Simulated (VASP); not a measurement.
# Ta2W3 (P6/mmm) in VASP: single point with PBE

Aim: the single point of Ta2W3 with PBE.

Program: VASP 6.6.1. These are calculated values, not measurements. Logs are shortened: lines on timing, memory, paths and dates and some standing lists are left out, and cuts for length are marked.

## (1) The cell of the first run

Symmetry: P6/mmm, No. 191, hexagonal system. The conventional cell has a = 4.062 Å, b = 4.062 Å, c = 7.380 Å, α = 90.00°, β = 90.00°, γ = 120.00°. Ta (site symmetry 6mm) has 1 Ta at 2.23 Å and 1 W at 2.57 Å within 3.0 Å. Within 3.1 Å of W (site symmetry -6m2) lie 6 W at 2.35 Å. W (site symmetry 6/mmm) has 6 W at 2.35 Å and 2 Ta at 2.57 Å within 3.1 Å.

The cell was built from a structure type or drawn by symmetry, and may not be a known phase.

## (2) Single point, PBE

Contents of INCAR:

```
PREC = Accurate ; ENCUT = 520
EDIFF = 1E-6 ; ISMEAR = 0
SIGMA = 0.1 ; LREAL = False
LASPH = True ; NELM = 60
ALGO = Fast ; ISIF = 2
LWAVE = False ; LCHARG = False
GGA = PE ; NBANDS = 40
```

Contents of KPOINTS:

```
Automatic mesh
0
Gamma
  6 6 4
```

Contents of POSCAR:

```
Ta2W3
1.0
    4.0623158900      0.0000000000      0.0000000000
   -2.0311579500      3.5180687600      0.0000000000
    0.0000000000      0.0000000000      7.3801272300
Ta W
2 3
Direct
    0.0000000000      0.0000000000      0.3485902700
    0.0000000000      0.0000000000      0.6514097300
    0.3333333300      0.6666666700      0.0000000000
    0.6666666700      0.3333333300      0.0000000000
    0.0000000000      0.0000000000      0.0000000000
```

Potentials or basis: VASP PAW PBE potentials, release 64 (Ta_pv, W_sv).

Command:

```sh
$ cat potpaw_PBE.64/Ta_pv/POTCAR potpaw_PBE.64/W_sv/POTCAR > POTCAR
$ mpirun -np 1 vasp_std > vasp.out
```

OUTCAR:

```text
PREC = Accurate
   ENCUT = 520
   EDIFF = 1E-6
   ISMEAR = 0
   LREAL = False
   LASPH = True
   NELM = 60
   ISIF = 2
   GGA = PE

 ion  position               nearest neighbor table
   1  0.000  0.000  0.349-   2 2.23   5 2.57   4 3.48   3 3.48   4 3.48   3 3.48   4 3.48   3 3.48

   2  0.000  0.000  0.651-   1 2.23   5 2.57   4 3.48   3 3.48   4 3.48   3 3.48   4 3.48   3 3.48

   3  0.333  0.667  0.000-   4 2.35   4 2.35   5 2.35   5 2.35   5 2.35   4 2.35   1 3.48   2 3.48
                             1 3.48   2 3.48   1 3.48   2 3.48
   4  0.667  0.333  0.000-   3 2.35   3 2.35   5 2.35   5 2.35   5 2.35   3 2.35   1 3.48   2 3.48
                             2 3.48   1 3.48   2 3.48   1 3.48
   5  0.000  0.000  0.000-   3 2.35   4 2.35   4 2.35   3 2.35   4 2.35   3 2.35   1 2.57   2 2.57

  LATTYP: Found a hexagonal cell.
 ALAT       =     4.0623158900
 C/A-ratio  =     1.8167290358

  Lattice vectors:

 A1 = (   4.0623158900,   0.0000000000,   0.0000000000)
 A2 = (  -2.0311579500,   3.5180687600,   0.0000000000)
 A3 = (   0.0000000000,   0.0000000000,   7.3801272300)

Analysis of symmetry for initial positions (statically):
=====================================================================
 Subroutine PRICEL returns:
 Original cell was already a primitive cell.

 Routine SETGRP: Setting up the symmetry group for a
 hexagonal supercell.

 Subroutine GETGRP returns: Found 24 space group operations
 (whereof 24 operations were pure point group operations)
 out of a pool of 24 trial point group operations.

The static configuration has the point symmetry D_6h.

Analysis of symmetry for dynamics (positions and initial velocities):
=====================================================================
 Subroutine PRICEL returns:
 Original cell was already a primitive cell.

 Routine SETGRP: Setting up the symmetry group for a
 hexagonal supercell.

 Subroutine GETGRP returns: Found 24 space group operations
 (whereof 24 operations were pure point group operations)
 out of a pool of 24 trial point group operations.

The dynamic configuration has the point symmetry D_6h.

 Subroutine INISYM returns: Found 24 space group operations
 (whereof 24 operations are pure point group operations),
 and found     1 'primitive' translations

----------------------------------------------------------------------------------------
[... 94 lines left out ...]
   NELM   =     60;   NELMIN=  2; NELMDL= -5     # of ELM steps
   EDIFF  = 0.1E-05   stopping-criterion for ELM
   LREAL  =      F    real-space projection
   EDIFFG = 0.1E-04   stopping-criterion for IOM
   NSW    =      0    number of steps for IOM
   IBRION =     -1    ionic relax: 0-MD 1-quasi-New 2-CG
   NFREE  =      0    steps in history (QN), initial steepest desc. (CG)
   ISIF   =      2    stress and relaxation
   ISYM   =      2    0-nonsym 1-usesym 2-fastsym
   POTIM  = 0.5000    time-step for ionic-motion
   TEBEG  =    0.0;   TEEND  =   0.0 temperature during run
   PSTRESS=    0.0 pullay stress
   NELECT =      64.0000    total number of electrons
   NUPDOWN=      -1.0000    fix difference up-down
   EMIN   =  10.00;   EMAX   =-10.00  energy-range for DOS
   EFERMI =   0.00;   METHOD = LEGACY
   ISMEAR =     0;   SIGMA  =   0.10  broadening in eV -4-tet -1-fermi 0-gaus
   EFERMI_NEDOS =   21; number of points for ismear=-14 and -15
   IALGO  =     68    algorithm
   IMIX   =      4    mixing-type and parameters
     AMIX     =   0.40;   BMIX     =  1.00
     AMIX_MAG =   1.60;   BMIX_MAG =  1.00
  volume/ion in A,a.u.               =      21.09       142.35
  Fermi-wavevector in a.u.,A,eV,Ry     =   1.385971  2.619106 26.135651  1.920916
  Thomas-Fermi vector in A             =   2.510331
   LORBIT       =      0    0 simple, 1 ext, 2 COOP (PROOUT), +10 PAW based schemes
   GGA     = PE    functional components
   LHFCALC =     F    Hartree Fock is set to
   AEXX    =    0.0000 exact exchange contribution
   IVDW    =     0    specifies the selected vdW correction
   LEPSILON=     F    determine dielectric tensor
   LRPA    =     F    only Hartree local field effects (RPA)
 non-spin polarized calculation
 RMM-DIIS sequential band-by-band and
 Gauss-broadening in eV      SIGMA  =   0.10
  energy-cutoff  :      520.00
  volume of cell :      105.47
 maximum number of plane-waves:      2877
   NGX = 15   NGY = 15   NGZ = 27

 number of electron      64.0000006 magnetization

 Free energy of the ion-electron system (eV)
  ---------------------------------------------------
  ext. energy  EPLUGINS =         0.00000000
  ---------------------------------------------------
  free energy    TOTEN  =       -45.42559783 eV

  energy without entropy =      -45.39897050  energy(sigma->0) =      -45.41228417

 E-fermi :   6.6082     XC(G=0): -11.3975

 val. band max:        6.5971842021   @ k =   0.1667   0.1667   0.2500
 cond. band min:       6.6120155740   @ k =   0.3333   0.3333   0.2500
 fundamental gap:      0.0148313719
 Fermi energy:         6.6082063213

 k-point     1 :       0.0000    0.0000    0.0000
  band No.  band energies     occupation
      1     -67.7065      2.00000
      2     -66.9261      2.00000
      3     -66.7935      2.00000
      4     -33.0565      2.00000
      5     -33.0565      2.00000
      6     -32.9834      2.00000
[... 892 lines left out ...]
     39      10.4610      0.00000
     40      10.4846      0.00000

------------------------ aborting loop because EDIFF is reached ----------------------------------------

  FORCE on cell =-STRESS in cart. coord.  units (eV):
  Direction    XX          YY          ZZ          XY          YZ          ZX
  --------------------------------------------------------------------------------------
  -------------------------------------------------------------------------------------
  Total       46.4615649     46.4615650      6.1742443     -0.0000001      0.0000000      0.0000000
  in kB      705.7689570    705.7689574     93.7891346     -0.0000010      0.0000000      0.0000000
  external PRESSURE =     501.7756830 kB  Pullay stress =       0.0000000 kB

 VOLUME and BASIS-vectors are now :
 -----------------------------------------------------------------------------
  energy-cutoff  :      520.00
  volume of cell :      105.47
      direct lattice vectors                 reciprocal lattice vectors
     4.062315890  0.000000000  0.000000000     0.246165002  0.142123431  0.000000000
    -2.031157950  3.518068760  0.000000000     0.000000000  0.284246860  0.000000000
     0.000000000  0.000000000  7.380127230     0.000000000  0.000000000  0.135499019

 POSITION                                       TOTAL-FORCE (eV/Angst)
 -----------------------------------------------------------------------------------
      0.00000      0.00000      2.57264         0.000000      0.000000     -2.878972
      0.00000      0.00000      4.80749         0.000000     -0.000000      2.878972
     -0.00000      2.34538      0.00000         0.000000     -0.000000      0.000000
      2.03116      1.17269      0.00000        -0.000000      0.000000      0.000000
      0.00000      0.00000      0.00000         0.000000      0.000000      0.000000
 -----------------------------------------------------------------------------------
    total drift:                               -0.000000      0.000000     -0.000000

  FREE ENERGIE OF THE ION-ELECTRON SYSTEM (eV)
  ---------------------------------------------------
  free  energy   TOTEN  =       -45.4255978309 eV

  energy  without entropy=      -45.3989705046  energy(sigma->0) =      -45.41228417
```

Wall time 63 s (1 thread of Intel Xeon 6975P-C (Granite Rapids), shared host); peak memory 0.25 GiB.

What came out:

```yaml
Free_energy: -45.4256 eV
Pressure: 50.2 GPa
Largest_force: 2.879 eV/Å
Band_gap_on_the_k_mesh: zero (bands 32 and 33 overlap by 1.75 eV)
```

Forces in eV/Å, atoms in the order of the input:
```
Ta   0.000  0.000 -2.879
Ta   0.000  0.000  2.879
W    0.000  0.000  0.000
W    0.000  0.000  0.000
W    0.000  0.000  0.000
```

Stress tensor (GPa, compression positive):
```
70.58  0.00  0.00
 0.00 70.58  0.00
 0.00  0.00  9.38
```

Caveat: the cell stands under pressure; spin-orbit coupling is left out, which moves the levels of the heavy elements; forces of over 1 eV/Å act on the atoms, so gaps and moduli don't describe the material at rest.
